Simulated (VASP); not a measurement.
YInC6N6: single point with PBE

The system is YInC6N6.

```
CELL_PARAMETERS angstrom
0.00000 5.85571 5.85571
5.85571 0.00000 5.85571
5.85571 5.85571 0.00000
ATOMIC_POSITIONS crystal
Y 0.50000 0.50000 0.50000
In 0.00000 0.00000 0.00000
C 0.80135 0.19865 0.19865
C 0.19865 0.80135 0.19865
C 0.19865 0.19865 0.80135
C 0.19865 0.80135 0.80135
C 0.80135 0.19865 0.80135
C 0.80135 0.80135 0.19865
N 0.70183 0.29817 0.29817
N 0.29817 0.70183 0.29817
N 0.29817 0.29817 0.70183
N 0.29817 0.70183 0.70183
N 0.70183 0.29817 0.70183
N 0.70183 0.70183 0.29817
```

```yaml
Program: VASP 6.6.1
Task: single point
Functional: PBE
Potentials_or_basis: VASP PAW PBE potentials, release 64 (Y_sv, In_d, C, N)
Cutoff: 520 eV
k_mesh: 4 × 4 × 4
Occupations: gaussian, width 0.1 eV
Spin: no spin polarisation
```

| Property | Result |
| --- | --- |
| Pressure | 0.6 GPa |
| Largest force | 0.456 eV/Å |
| Band gap on the k mesh | 4.45 eV (least direct gap 4.53 eV) |

Forces in eV/Å, atoms in the order of the input:
```
Y    0.000  0.000  0.000
In   0.000  0.000  0.000
C   -0.456  0.000  0.000
C    0.000 -0.456  0.000
C    0.000  0.000 -0.456
C    0.456  0.000  0.000
C    0.000  0.456  0.000
C    0.000  0.000  0.456
N    0.455  0.000  0.000
N    0.000  0.455  0.000
N    0.000  0.000  0.455
N   -0.455  0.000  0.000
N    0.000 -0.455  0.000
N    0.000  0.000 -0.455
```

Levels at points of the mesh, in eV from the valence-band top:
| k point | band 36 | band 37 | band 38 | band 39 | band 40 | band 41 | band 42 | band 43 |
| --- | --- | --- | --- | --- | --- | --- | --- | --- |
| (0.00, 0.00, 0.00) | -1.08 | -1.08 | -0.21 | -0.21 | 4.45 | 4.45 | 4.45 | 5.81 |
| (0.50, 0.00, 0.00) | -1.09 | -1.09 | 0.00 | 0.00 | 4.73 | 4.88 | 4.88 | 5.72 |
| (0.50, 0.50, 0.00) | -1.08 | -1.01 | -0.25 | -0.20 | 4.46 | 5.17 | 5.17 | 6.12 |

Wall time 11 min on 1 thread of Intel Xeon 8259CL, with other jobs on the host, peak memory 0.69 GiB.

Caveat: spin-orbit coupling is left out, which moves the levels of the heavy elements. A k mesh can miss the band edges.
